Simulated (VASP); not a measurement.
# Ga2S (P6/mmm) in VASP: a series of runs, part 2 of 2

VASP 6.6.1.

### 3 Single point, PBE

This run uses another cell than the first one, of 20.32 Å³/atom.

INCAR reads:

```
SYSTEM = Ga2S
PREC     = Accurate       ! precision mode
ENCUT    = 500            ! plane-wave cutoff, eV
EDIFF    = 1E-6           ! SCF threshold, eV
ISMEAR   = 0              ! smearing method
SIGMA    = 0.15           ! smearing width, eV
LREAL    = .FALSE.        ! projectors in reciprocal space
LASPH    = .TRUE.         ! aspherical terms in the spheres
NELM     = 120            ! most SCF steps
ALGO     = Normal         ! electronic algorithm
ISIF     = 2              ! what is computed and relaxed
LWAVE    = .FALSE.        ! write WAVECAR
LCHARG   = .FALSE.        ! write CHGCAR
GGA      = PE             ! functional
NBANDS   = 23             ! bands
GGA_COMPAT= .FALSE.
```

KPOINTS reads:

```
regular mesh
0
G
  4 4 4
  0 0 0
```

POSCAR reads:

```
Ga2S
1.0
    4.3451672012      0.0000000033      0.0000000000
   -2.1725836034      3.7630251783      0.0000000000
    0.0000000000      0.0000000000      3.7289138397
Ga S
2 1
Direct
    0.3333333333      0.6666666667      0.5000000000
    0.6666666667      0.3333333333      0.5000000000
    0.0000000000      0.0000000000      0.0000000000
```

Potentials or basis: VASP PAW PBE potentials, release 64 (Ga_d, S).

Run with:

```sh
$ cat potpaw_PBE.64/Ga_d/POTCAR potpaw_PBE.64/S/POTCAR > POTCAR
$ mpirun -np 1 vasp_std > vasp.out
```

OUTCAR:

```text
SYSTEM = Ga2S
   PREC = Accurate
   ENCUT = 500
   EDIFF = 1E-6
   ISMEAR = 0
   LREAL = .FALSE.
   LASPH = .TRUE.
   NELM = 120
   ISIF = 2
   GGA = PE

 ion  position               nearest neighbor table
   1  0.333  0.667  0.500-   2 2.51   2 2.51   2 2.51
   2  0.667  0.333  0.500-   1 2.51   1 2.51   1 2.51
   3  0.000  0.000  0.000-

  LATTYP: Found a hexagonal cell.
 ALAT       =     4.3451672012
 C/A-ratio  =     0.8581749947

  Lattice vectors:

 A1 = (   4.3451672012,   0.0000000033,   0.0000000000)
 A2 = (  -2.1725836034,   3.7630251783,   0.0000000000)
 A3 = (   0.0000000000,   0.0000000000,   3.7289138397)

Analysis of symmetry for initial positions (statically):
=====================================================================
 Subroutine PRICEL returns:
 Original cell was already a primitive cell.

 Routine SETGRP: Setting up the symmetry group for a
 hexagonal supercell.

 Subroutine GETGRP returns: Found 24 space group operations
 (whereof 24 operations were pure point group operations)
 out of a pool of 24 trial point group operations.

The static configuration has the point symmetry D_6h.

Analysis of symmetry for dynamics (positions and initial velocities):
=====================================================================
 Subroutine PRICEL returns:
 Original cell was already a primitive cell.

 Routine SETGRP: Setting up the symmetry group for a
 hexagonal supercell.

 Subroutine GETGRP returns: Found 24 space group operations
 (whereof 24 operations were pure point group operations)
 out of a pool of 24 trial point group operations.

The dynamic configuration has the point symmetry D_6h.

 Subroutine INISYM returns: Found 24 space group operations
 (whereof 24 operations are pure point group operations),
 and found     1 'primitive' translations

----------------------------------------------------------------------------------------

                                     Primitive cell

  volume of cell :      60.9714

  direct lattice vectors                    reciprocal lattice vectors
     4.345167201  0.000000003  0.000000000     0.230140741  0.132871819  0.000000000
    -2.172583603  3.763025178  0.000000000    -0.000000000  0.265743638  0.000000000
     0.000000000  0.000000000  3.728913840     0.000000000  0.000000000  0.268174606

  length of vectors
     4.345167201  4.345167201  3.728913840     0.265743638  0.265743638  0.268174606

  position of ions in fractional coordinates (direct lattice)
     0.333333333  0.666666667  0.500000000
     0.666666667  0.333333333  0.500000000
     0.000000000  0.000000000  0.000000000

  ion indices of the primitive-cell ions
   primitive index   ion index
                 1           1
                 2           2
                 3           3

----------------------------------------------------------------------------------------

 KPOINTS: regular mesh

Automatic generation of k-mesh.
 Grid dimensions read from file:
 generate k-points for:    4    4    4

 Generating k-lattice:

  Cartesian coordinates                     Fractional coordinates (reciprocal lattice)
     0.057535185  0.033217955  0.000000000     0.250000000 -0.000000000  0.000000000
    -0.000000000  0.066435909  0.000000000     0.000000000  0.250000000  0.000000000
     0.000000000  0.000000000  0.067043652     0.000000000  0.000000000  0.250000000

  Length of vectors
     0.066435909  0.066435909  0.067043652

  Shift w.r.t. Gamma in fractional coordinates (k-lattice)
     0.000000000  0.000000000  0.000000000

 Subroutine IBZKPT returns following result:
 ===========================================

 Found     12 irreducible k-points:

 Following reciprocal coordinates:
            Coordinates               Weight
  0.000000  0.000000  0.000000      1.000000
  0.250000  0.000000  0.000000      6.000000
  0.500000  0.000000  0.000000      3.000000
  0.250000  0.250000  0.000000      6.000000
  0.000000  0.000000  0.250000      2.000000
  0.250000  0.000000  0.250000     12.000000
  0.500000  0.000000  0.250000      6.000000
  0.250000  0.250000  0.250000     12.000000
  0.000000  0.000000  0.500000      1.000000
  0.250000  0.000000  0.500000      6.000000
  0.500000  0.000000  0.500000      3.000000
  0.250000  0.250000  0.500000      6.000000
   k-points           NKPTS =     12   k-points in BZ     NKDIM =     12   number of bands    NBANDS=     23
   number of dos      NEDOS =    301   number of ions     NIONS =      3
   total plane-waves  NPLWV =  28672
   dimension x,y,z NGX =    32 NGY =   32 NGZ =   28
   dimension x,y,z NGXF=    64 NGYF=   64 NGZF=   56
   ions per type =               2   1
   NGX,Y,Z   is equivalent  to a cutoff of  12.24, 12.24, 12.48 a.u.
   NGXF,Y,Z  is equivalent  to a cutoff of  24.49, 24.49, 24.97 a.u.
 SYSTEM =  Ga2S
   PREC   = accura    normal or accurate (medium, high low for compatibility)
   ISTART =      0    job   : 0-new  1-cont  2-samecut
   ICHARG =      2    charge: 1-file 2-atom 10-const
   ISPIN  =      1    spin polarized calculation?
   LNONCOLLINEAR =      F non collinear calculations
   LSORBIT =      F    spin-orbit coupling
   LASPH  =      T    aspherical Exc in radial PAW
   ENCUT  =  500.0 eV  36.75 Ry    6.06 a.u.   7.92  7.92  6.80*2*pi/ulx,y,z
   NELM   =    120;   NELMIN=  2; NELMDL= -5     # of ELM steps
   EDIFF  = 0.1E-05   stopping-criterion for ELM
   LREAL  =      F    real-space projection
   EDIFFG = 0.1E-04   stopping-criterion for IOM
   NSW    =      0    number of steps for IOM
   IBRION =     -1    ionic relax: 0-MD 1-quasi-New 2-CG
   NFREE  =      0    steps in history (QN), initial steepest desc. (CG)
   ISIF   =      2    stress and relaxation
   ISYM   =      2    0-nonsym 1-usesym 2-fastsym
   POTIM  = 0.5000    time-step for ionic-motion
   TEBEG  =    0.0;   TEEND  =   0.0 temperature during run
   PSTRESS=    0.0 pullay stress
   NELECT =      32.0000    total number of electrons
   NUPDOWN=      -1.0000    fix difference up-down
   EMIN   =  10.00;   EMAX   =-10.00  energy-range for DOS
   EFERMI =   0.00;   METHOD = LEGACY
   ISMEAR =     0;   SIGMA  =   0.15  broadening in eV -4-tet -1-fermi 0-gaus
   EFERMI_NEDOS =   21; number of points for ismear=-14 and -15
   IALGO  =     38    algorithm
   IMIX   =      4    mixing-type and parameters
     AMIX     =   0.40;   BMIX     =  1.00
     AMIX_MAG =   1.60;   BMIX_MAG =  1.00
  volume/ion in A,a.u.               =      20.32       137.15
  Fermi-wavevector in a.u.,A,eV,Ry     =   1.320534  2.495447 23.725967  1.743809
  Thomas-Fermi vector in A             =   2.450353
   LORBIT       =      0    0 simple, 1 ext, 2 COOP (PROOUT), +10 PAW based schemes
   GGA     = PE    functional components
   LHFCALC =     F    Hartree Fock is set to
   AEXX    =    0.0000 exact exchange contribution
   IVDW    =     0    specifies the selected vdW correction
   LEPSILON=     F    determine dielectric tensor
   LRPA    =     F    only Hartree local field effects (RPA)
 non-spin polarized calculation
 Gauss-broadening in eV      SIGMA  =   0.15
  energy-cutoff  :      500.00
  volume of cell :       60.97
 maximum number of plane-waves:      1558
 NGX is ok and might be reduce to    32
   NGX = 15   NGY = 15   NGZ = 13

 number of electron      32.0000004 magnetization

 Free energy of the ion-electron system (eV)
  ---------------------------------------------------
  ext. energy  EPLUGINS =         0.00000000
  ---------------------------------------------------
  free energy    TOTEN  =        -9.66644341 eV

  energy without entropy =       -9.65651380  energy(sigma->0) =       -9.66147861

 E-fermi :   4.6000     XC(G=0): -10.2791

 val. band max:        4.1260975362   @ k =   0.0000   0.0000   0.5000
 cond. band min:       4.6143567545   @ k =   0.2500   0.0000   0.5000
 fundamental gap:      0.4882592183
 Fermi energy:         4.5999521165

 k-point     1 :       0.0000    0.0000    0.0000
  band No.  band energies     occupation
      1     -10.5493      2.00000
      2     -10.4330      2.00000
      3     -10.4330      2.00000
      4     -10.4136      2.00000
      5     -10.4136      2.00000
      6     -10.2625      2.00000
[... 15 lines left out ...]
     22      12.1906      0.00000
     23      13.7652      0.00000
[... 263 lines left out ...]
      1     -10.6319      2.00000
      2     -10.5142      2.00000
      3     -10.4950      2.00000
      4     -10.4919      2.00000
      5     -10.3774      2.00000
      6     -10.2977      2.00000
[... 15 lines left out ...]
     22      13.5565      0.00000
     23      16.2394      0.00000

------------------------ aborting loop because EDIFF is reached ----------------------------------------

  FORCE on cell =-STRESS in cart. coord.  units (eV):
  Direction    XX          YY          ZZ          XY          YZ          ZX
  --------------------------------------------------------------------------------------
  -------------------------------------------------------------------------------------
  Total        0.2783480      0.2783480     -0.0413751      0.0000000      0.0000000      0.0000000
  in kB        7.3142989      7.3142989     -1.0872360      0.0000000      0.0000000      0.0000000
  external PRESSURE =       4.5137872 kB  Pullay stress =       0.0000000 kB

 VOLUME and BASIS-vectors are now :
 -----------------------------------------------------------------------------
  energy-cutoff  :      500.00
  volume of cell :       60.97
      direct lattice vectors                 reciprocal lattice vectors
     4.345167201  0.000000003  0.000000000     0.230140741  0.132871819  0.000000000
    -2.172583603  3.763025178  0.000000000    -0.000000000  0.265743638  0.000000000
     0.000000000  0.000000000  3.728913840     0.000000000  0.000000000  0.268174606

 POSITION                                       TOTAL-FORCE (eV/Angst)
 -----------------------------------------------------------------------------------
     -0.00000      2.50868      1.86446         0.000000     -0.000000      0.000000
      2.17258      1.25434      1.86446        -0.000000      0.000000     -0.000000
      0.00000      0.00000      0.00000         0.000000     -0.000000      0.000000
 -----------------------------------------------------------------------------------
    total drift:                               -0.000000      0.000000     -0.000000

  FREE ENERGIE OF THE ION-ELECTRON SYSTEM (eV)
  ---------------------------------------------------
  free  energy   TOTEN  =        -9.6664434146 eV

  energy  without entropy=       -9.6565138019  energy(sigma->0) =       -9.66147861
```

Wall time 16 s (1 thread of AMD EPYC 7R13, shared host); peak memory 0.17 GiB.

Results:

```yaml
Free_energy: -9.6664 eV
Pressure: 0.5 GPa
Band_gap_on_the_k_mesh: zero (bands 16 and 17 overlap by 1.21 eV)
```

Caveat: the k points lie up to 0.42 Å⁻¹ apart, too coarse for converged energies and pressures of a metal.

The gap in the log of VASP goes by the Fermi energy; the results here count the filled bands.